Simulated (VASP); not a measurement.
# Cd3Se2S (I-4m2) in VASP: further runs

Runs on Cd3Se2S. Level: PBE. Tasks: single point.

Program: VASP 6.6.1. These are calculated values, not measurements. Logs are shortened: lines on timing, memory, paths and dates and some standing lists are left out, and cuts for length are marked.

## Step 1: The cell of the first run

Symmetry: I-4m2, No. 119, tetragonal system. The conventional cell has a = 4.155 Å, b = 4.155 Å, c = 17.626 Å, α = 90.00°, β = 90.00°, γ = 90.00°. Within 3.4 Å of Cd (site symmetry 2mm) lie 2 S at 2.54 Å and 2 Se at 2.54 Å. Within 3.4 Å of Cd (site symmetry -4m2) lie 4 Se at 2.54 Å. Within 3.4 Å of Se (site symmetry 2mm) lie 4 Cd at 2.54 Å. S (site symmetry -4m2) has 4 Cd at 2.54 Å within 3.4 Å.

## Step 2: Single point, PBE

The input, INCAR:

```
PREC = Accurate
ENCUT = 520
EDIFF = 1E-6
ISMEAR = 0
SIGMA = 0.1
LREAL = False
LASPH = True
NELM = 80
ALGO = Normal
ISIF = 2
LWAVE = False
LCHARG = False
GGA = PE
NBANDS = 36
```

The input, KPOINTS:

```
regular mesh
0
Gamma
  6 6 6
```

The input, POSCAR:

```
Cd3Se2S
1.0
   -2.0772763100      2.0772763100      8.8131369800
    2.0772763100     -2.0772763100      8.8131369800
    2.0772763100      2.0772763100     -8.8131369800
Cd Se S
3 2 1
Direct
    0.8333333300      0.8333333300      0.0000000000
    0.5000000000      0.5000000000      0.0000000000
    0.1666666700      0.1666666700      0.0000000000
    0.4166666700      0.9166666700      0.5000000000
    0.0833333300      0.5833333300      0.5000000000
    0.7500000000      0.2500000000      0.5000000000
```

Potentials or basis: VASP PAW PBE potentials, release 64 (Cd, Se, S).

Command:

```bash
$ cat potpaw_PBE.64/Cd/POTCAR potpaw_PBE.64/Se/POTCAR potpaw_PBE.64/S/POTCAR > POTCAR
$ mpirun -np 1 vasp_std > vasp.out
```

OUTCAR:

```text
PREC = Accurate
   ENCUT = 520
   EDIFF = 1E-6
   ISMEAR = 0
   LREAL = False
   LASPH = True
   NELM = 80
   ISIF = 2
   GGA = PE

 ion  position               nearest neighbor table
   1  0.833  0.833  0.000-   6 2.54   6 2.54   4 2.54   4 2.54
   2  0.500  0.500  0.000-   5 2.54   4 2.54   5 2.54   4 2.54
   3  0.167  0.167  0.000-   6 2.54   6 2.54   5 2.54   5 2.54
   4  0.417  0.917  0.500-   2 2.54   2 2.54   1 2.54   1 2.54
   5  0.083  0.583  0.500-   2 2.54   2 2.54   3 2.54   3 2.54
   6  0.750  0.250  0.500-   1 2.54   3 2.54   1 2.54   3 2.54

  LATTYP: Found a body centered tetragonal cell.
 ALAT       =     4.1545526200
 C/A-ratio  =     4.2426406817

  Lattice vectors:

 A1 = (  -2.0772763100,   2.0772763100,   8.8131369800)
 A2 = (   2.0772763100,  -2.0772763100,   8.8131369800)
 A3 = (   2.0772763100,   2.0772763100,  -8.8131369800)

Analysis of symmetry for initial positions (statically):
=====================================================================
 Subroutine PRICEL returns:
 Original cell was already a primitive cell.

 Routine SETGRP: Setting up the symmetry group for a
 body centered tetragonal supercell.

 Subroutine GETGRP returns: Found  8 space group operations
 (whereof  8 operations were pure point group operations)
 out of a pool of 16 trial point group operations.

The static configuration has the point symmetry D_2d.

Analysis of symmetry for dynamics (positions and initial velocities):
=====================================================================
 Subroutine PRICEL returns:
 Original cell was already a primitive cell.

 Routine SETGRP: Setting up the symmetry group for a
 body centered tetragonal supercell.

 Subroutine GETGRP returns: Found  8 space group operations
 (whereof  8 operations were pure point group operations)
 out of a pool of 16 trial point group operations.

The dynamic configuration has the point symmetry D_2d.

 Subroutine INISYM returns: Found  8 space group operations
 (whereof  8 operations are pure point group operations),
 and found     1 'primitive' translations

----------------------------------------------------------------------------------------

                                     Primitive cell

  volume of cell :     152.1175

  direct lattice vectors                    reciprocal lattice vectors
    -2.077276310  2.077276310  8.813136980     0.000000000  0.240699804  0.056733488
     2.077276310 -2.077276310  8.813136980     0.240699804  0.000000000  0.056733488
     2.077276310  2.077276310 -8.813136980     0.240699804  0.240699804  0.000000000

  length of vectors
     9.289862064  9.289862064  9.289862064     0.247295540  0.247295540  0.340400927

  position of ions in fractional coordinates (direct lattice)
     0.833333330  0.833333330  0.000000000
     0.500000000  0.500000000  0.000000000
     0.166666670  0.166666670  0.000000000
     0.416666670  0.916666670  0.500000000
     0.083333330  0.583333330  0.500000000
     0.750000000  0.250000000  0.500000000

  ion indices of the primitive-cell ions
   primitive index   ion index
                 1           1
                 2           2
                 3           3
                 4           4
                 5           5
                 6           6

----------------------------------------------------------------------------------------

 KPOINTS: regular mesh

Automatic generation of k-mesh.
 Grid dimensions read from file:
 generate k-points for:    6    6    6

 Generating k-lattice:

  Cartesian coordinates                     Fractional coordinates (reciprocal lattice)
     0.000000000  0.040116634  0.009455581     0.166666667 -0.000000000  0.000000000
     0.040116634  0.000000000  0.009455581    -0.000000000  0.166666667  0.000000000
     0.040116634  0.040116634  0.000000000     0.000000000  0.000000000  0.166666667

  Length of vectors
     0.041215923  0.041215923  0.056733488

  Shift w.r.t. Gamma in fractional coordinates (k-lattice)
     0.000000000  0.000000000  0.000000000

 Subroutine IBZKPT returns following result:
 ===========================================

 Found     30 irreducible k-points:

 Following reciprocal coordinates:
            Coordinates               Weight
  0.000000  0.000000  0.000000      1.000000
  0.166667  0.000000 -0.000000      8.000000
  0.333333  0.000000  0.000000      8.000000
  0.500000  0.000000  0.000000      4.000000
  0.166667  0.166667 -0.000000      8.000000
  0.333333  0.166667 -0.000000     16.000000
[... 16 lines left out ...]
 -0.333333 -0.333333  0.166667      8.000000
 -0.166667 -0.333333  0.166667      8.000000
 [... further k-points ...]
   k-points           NKPTS =     30   k-points in BZ     NKDIM =     30   number of bands    NBANDS=     36
   number of dos      NEDOS =    301   number of ions     NIONS =      6
   total plane-waves  NPLWV = 343000
   dimension x,y,z NGX =    70 NGY =   70 NGZ =   70
   dimension x,y,z NGXF=   140 NGYF=  140 NGZF=  140
   ions per type =               3   2   1
   NGX,Y,Z   is equivalent  to a cutoff of  12.53, 12.53, 12.53 a.u.
   NGXF,Y,Z  is equivalent  to a cutoff of  25.05, 25.05, 25.05 a.u.
 SYSTEM =  unknown system
   PREC   = accura    normal or accurate (medium, high low for compatibility)
   ISTART =      0    job   : 0-new  1-cont  2-samecut
   ICHARG =      2    charge: 1-file 2-atom 10-const
   ISPIN  =      1    spin polarized calculation?
   LNONCOLLINEAR =      F non collinear calculations
   LSORBIT =      F    spin-orbit coupling
   LASPH  =      T    aspherical Exc in radial PAW
   ENCUT  =  520.0 eV  38.22 Ry    6.18 a.u.  17.27 17.27 17.27*2*pi/ulx,y,z
   NELM   =     80;   NELMIN=  2; NELMDL= -5     # of ELM steps
   EDIFF  = 0.1E-05   stopping-criterion for ELM
   LREAL  =      F    real-space projection
   EDIFFG = 0.1E-04   stopping-criterion for IOM
   NSW    =      0    number of steps for IOM
   IBRION =     -1    ionic relax: 0-MD 1-quasi-New 2-CG
   NFREE  =      0    steps in history (QN), initial steepest desc. (CG)
   ISIF   =      2    stress and relaxation
   ISYM   =      2    0-nonsym 1-usesym 2-fastsym
   POTIM  = 0.5000    time-step for ionic-motion
   TEBEG  =    0.0;   TEEND  =   0.0 temperature during run
   PSTRESS=    0.0 pullay stress
   NELECT =      54.0000    total number of electrons
   NUPDOWN=      -1.0000    fix difference up-down
   EMIN   =  10.00;   EMAX   =-10.00  energy-range for DOS
   EFERMI =   0.00;   METHOD = LEGACY
   ISMEAR =     0;   SIGMA  =   0.10  broadening in eV -4-tet -1-fermi 0-gaus
   EFERMI_NEDOS =   21; number of points for ismear=-14 and -15
   IALGO  =     38    algorithm
   IMIX   =      4    mixing-type and parameters
     AMIX     =   0.40;   BMIX     =  1.00
     AMIX_MAG =   1.60;   BMIX_MAG =  1.00
  volume/ion in A,a.u.               =      25.35       171.09
  Fermi-wavevector in a.u.,A,eV,Ry     =   1.159168  2.190510 18.281748  1.343671
  Thomas-Fermi vector in A             =   2.295763
   LORBIT       =      0    0 simple, 1 ext, 2 COOP (PROOUT), +10 PAW based schemes
   GGA     = PE    functional components
   LHFCALC =     F    Hartree Fock is set to
   AEXX    =    0.0000 exact exchange contribution
   IVDW    =     0    specifies the selected vdW correction
   LEPSILON=     F    determine dielectric tensor
   LRPA    =     F    only Hartree local field effects (RPA)
 non-spin polarized calculation
 Gauss-broadening in eV      SIGMA  =   0.10
  energy-cutoff  :      520.00
  volume of cell :      152.12
 maximum number of plane-waves:      4114
 NGX is ok and might be reduce to    70
   NGX = 35   NGY = 35   NGZ = 35

 number of electron      54.0000001 magnetization

 Free energy of the ion-electron system (eV)
  ---------------------------------------------------
  ext. energy  EPLUGINS =         0.00000000
  ---------------------------------------------------
  free energy    TOTEN  =       -16.62035954 eV

  energy without entropy =      -16.62035954  energy(sigma->0) =      -16.62035954

 E-fermi :   2.0442     XC(G=0):  -9.2623

 val. band max:        1.6007901055   @ k =   0.0000   0.0000   0.0000
 cond. band min:       2.5137223912   @ k =   0.0000   0.0000   0.0000
 fundamental gap:      0.9129322857
 Fermi energy:         2.0442202053

 k-point     1 :       0.0000    0.0000    0.0000
  band No.  band energies     occupation
      1     -11.4197      2.00000
      2     -11.0559      2.00000
      3     -10.5566      2.00000
      4      -6.5621      2.00000
      5      -6.5621      2.00000
      6      -6.5546      2.00000
[... 28 lines left out ...]
     35       7.7277      0.00000
     36       9.7453      0.00000

 k-point     2 :       0.1667    0.0000   -0.0000
  band No.  band energies     occupation
      1     -11.3469      2.00000
      2     -11.0412      2.00000
      3     -10.5324      2.00000
      4      -6.5445      2.00000
      5      -6.5276      2.00000
      6      -6.5121      2.00000
[... 28 lines left out ...]
     35       8.1137      0.00000
     36       8.6912      0.00000

 k-point     3 :       0.3333    0.0000    0.0000
  band No.  band energies     occupation
      1     -11.1840      2.00000
      2     -11.0199      2.00000
      3     -10.4894      2.00000
      4      -6.5090      2.00000
      5      -6.4890      2.00000
      6      -6.4346      2.00000
[... 28 lines left out ...]
     35       8.3303      0.00000
     36       8.6674      0.00000
[... 742 lines left out ...]
 k-point    23 :      -0.3333   -0.3333    0.1667
  band No.  band energies     occupation
      1     -11.2605      2.00000
      2     -11.0501      2.00000
      3     -10.5004      2.00000
      4      -6.5131      2.00000
      5      -6.5000      2.00000
      6      -6.4647      2.00000
[... 28 lines left out ...]
     35       8.3409      0.00000
     36       8.4359      0.00000

 k-point    24 :      -0.1667   -0.3333    0.1667
  band No.  band energies     occupation
      1     -11.3308      2.00000
      2     -11.0659      2.00000
      3     -10.5247      2.00000
      4      -6.5384      2.00000
      5      -6.5285      2.00000
      6      -6.4984      2.00000
[... 28 lines left out ...]
     35       8.0715      0.00000
     36       8.5301      0.00000

 [... further k-points ...]
[... 5 lines left out ...]
  --------------------------------------------------------------------------------------
  -------------------------------------------------------------------------------------
  Total        7.4488992      7.4488992      7.3758216      0.0000000      0.0000000      0.0000000
  in kB       78.4555426     78.4555426     77.6858531      0.0000000      0.0000000      0.0000000
  external PRESSURE =      78.1989794 kB  Pullay stress =       0.0000000 kB

 VOLUME and BASIS-vectors are now :
 -----------------------------------------------------------------------------
  energy-cutoff  :      520.00
  volume of cell :      152.12
      direct lattice vectors                 reciprocal lattice vectors
    -2.077276310  2.077276310  8.813136980     0.000000000  0.240699804  0.056733488
     2.077276310 -2.077276310  8.813136980     0.240699804  0.000000000  0.056733488
     2.077276310  2.077276310 -8.813136980     0.240699804  0.240699804  0.000000000

 POSITION                                       TOTAL-FORCE (eV/Angst)
 -----------------------------------------------------------------------------------
      0.00000      0.00000     14.68856        -0.000000     -0.000000     -0.751228
      0.00000      0.00000      8.81314        -0.000000     -0.000000      0.000000
      0.00000      0.00000      2.93771         0.000000      0.000000      0.751228
      2.07728     -0.00000      7.34428        -0.000000     -0.000000     -0.095073
      2.07728      0.00000      1.46886        -0.000000     -0.000000      0.095073
      0.00000      2.07728      4.40657        -0.000000     -0.000000      0.000000
 -----------------------------------------------------------------------------------
    total drift:                               -0.000001      0.000001      0.000000

  FREE ENERGIE OF THE ION-ELECTRON SYSTEM (eV)
  ---------------------------------------------------
  free  energy   TOTEN  =       -16.6203595441 eV

  energy  without entropy=      -16.6203595441  energy(sigma->0) =      -16.62035954
```

It took 18 min on 1 thread of Intel Xeon 8259CL, shared host; peak memory 0.75 GiB.

Results:

* Free energy: -16.6204 eV
* Pressure: 7.8 GPa
* Largest force: 0.751 eV/Å
* Band gap on the k mesh: 0.91 eV

Forces on the atoms (eV/Å):
```
Cd   0.000  0.000 -0.751
Cd   0.000  0.000  0.000
Cd   0.000  0.000  0.751
Se   0.000  0.000 -0.095
Se   0.000  0.000  0.095
S    0.000  0.000  0.000
```

Levels at points of the mesh, in eV from the valence-band top:
| k point | band 24 | band 25 | band 26 | band 27 | band 28 | band 29 | band 30 | band 31 |
| --- | --- | --- | --- | --- | --- | --- | --- | --- |
| (0.00, 0.00, 0.00) | -1.63 | -0.01 | 0.00 | 0.00 | 0.91 | 3.48 | 3.59 | 4.15 |
| (0.50, 0.00, 0.00) | -0.99 | -0.85 | -0.81 | -0.78 | 2.67 | 3.66 | 3.77 | 5.87 |
| (0.50, 0.50, 0.00) | -2.39 | -2.36 | -2.09 | -2.09 | 3.14 | 3.99 | 4.31 | 4.56 |
| (0.50, 0.50, 0.50) | -0.71 | -0.71 | -0.54 | -0.54 | 2.63 | 2.84 | 3.14 | 4.00 |

Caveat: the cell stands under pressure. A k mesh can miss the band edges.

## Step 3: Single point, PBE

This run uses another cell than the first one, of 28.61 Å³/atom.

The input, INCAR:

```
SYSTEM = Cd3Se2S
PREC     = Accurate       ! precision mode
ENCUT    = 520            ! plane-wave cutoff, eV
EDIFF    = 1E-6           ! SCF threshold, eV
ISMEAR   = 0              ! smearing method
SIGMA    = 0.1            ! smearing width, eV
LREAL    = .False.        ! projectors in reciprocal space
LASPH    = .True.         ! aspherical terms in the spheres
NELM     = 60             ! most SCF steps
ALGO     = Normal         ! electronic algorithm
ISIF     = 2              ! what is computed and relaxed
LWAVE    = .False.        ! write WAVECAR
LCHARG   = .False.        ! write CHGCAR
GGA      = PE             ! functional
NBANDS   = 36             ! bands
```

The input, KPOINTS:

```
Automatic mesh
0
Gamma
  6 6 6
  0 0 0
```

The input, POSCAR:

```
Cd3Se2S
1.0
   -2.1650370777      2.1650370777      9.1558831950
    2.1650370777     -2.1650370777      9.1558831950
    2.1650370777      2.1650370777     -9.1558831950
Cd Se S
3 2 1
Direct
    0.8278057088      0.8278057088      0.0000000000
    0.5000000000      0.5000000000      0.0000000000
    0.1721942912      0.1721942912      0.0000000000
    0.4138030274      0.9138030274      0.5000000000
    0.0861969726      0.5861969726      0.5000000000
    0.7500000000      0.2500000000      0.5000000000
```

Potentials or basis: VASP PAW PBE potentials, release 64 (Cd, Se, S).

Command:

```bash
$ cat potpaw_PBE.64/Cd/POTCAR potpaw_PBE.64/Se/POTCAR potpaw_PBE.64/S/POTCAR > POTCAR
$ mpirun -np 1 vasp_std > vasp.out
```

Wall time 18 min (1 thread of Intel Xeon 8259CL, shared host); peak memory 0.8 GiB.

It converged, with:

```
Free energy            : -17.1153 eV
Pressure               : 0.0 GPa
Largest force          : 0.007 eV/Å
Band gap on the k mesh : 0.62 eV
```

Forces in eV/Å, atoms in the order of the input:
```
Cd   0.000  0.000  0.006
Cd   0.000  0.000  0.000
Cd   0.000  0.000 -0.006
Se   0.000  0.000  0.007
Se   0.000  0.000 -0.007
S    0.000  0.000  0.000
```

Levels at points of the mesh, in eV from the valence-band top:
```csv
k point,band 25,band 26,band 27,band 28,band 29,band 30
"(0.00, 0.00, 0.00)",-0.04,0.00,0.00,0.62,3.55,3.60
"(0.50, 0.00, 0.00)",-0.70,-0.55,-0.53,2.47,3.34,3.41
"(0.50, 0.50, 0.00)",-1.89,-1.68,-1.65,3.32,3.85,4.45
"(0.50, 0.50, 0.50)",-0.63,-0.37,-0.37,2.34,2.42,3.35
```

Caveat: semilocal functionals underestimate gaps, and a narrow one can read as zero.
